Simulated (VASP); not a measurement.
Input of a VASP 6.6.1 run:

The input INCAR:

```
SYSTEM = GaSb
ALGO = Normal ; EDIFF = 1E-8
ENCUT = 520 ; IBRION = 6
ISIF = 2 ; ISMEAR = 0
LASPH = .TRUE. ; LCHARG = .TRUE.
LMIXTAU = .TRUE. ; LREAL = .FALSE.
LWAVE = .FALSE. ; METAGGA = R2SCAN
NELM = 100 ; NFREE = 2
NSW = 1 ; POTIM = 0.015
PREC = Accurate ; SIGMA = 0.01
```

Contents of KPOINTS:

```
k-points
0
G
  6 6 6
  0 0 0
```

The input POSCAR:

```
GaSb
1.0
    2.9304646627      2.9304646627      0.0000000000
   -2.9304646627      2.9304646627      0.0000000000
    0.0000000000      2.9304646627      2.9304646627
Ga Sb
1 1
Direct
    0.0000000000      0.0000000000      0.0000000000
    0.7500000000      0.2500000000      0.5000000000
```

Potentials or basis: VASP PAW PBE potentials, release 64 (Ga_d, Sb).

The run is started by

```sh
$ cat potpaw_PBE.64/Ga_d/POTCAR potpaw_PBE.64/Sb/POTCAR > POTCAR
$ mpirun -np 1 vasp_std > vasp.out
```

**Question.** What does it give for the highest phonon frequency at Γ, LO-TO splitting left out?

**Answer.** 264 cm⁻¹.

Phonon frequencies in cm⁻¹ (negative: imaginary):
| q point | frequencies |
| --- | --- |
| (0.000, 0.000, 0.000) | 0 0 0 264 264 264 |

Caveat: the cell wasn't relaxed at this level first, which shifts response properties.
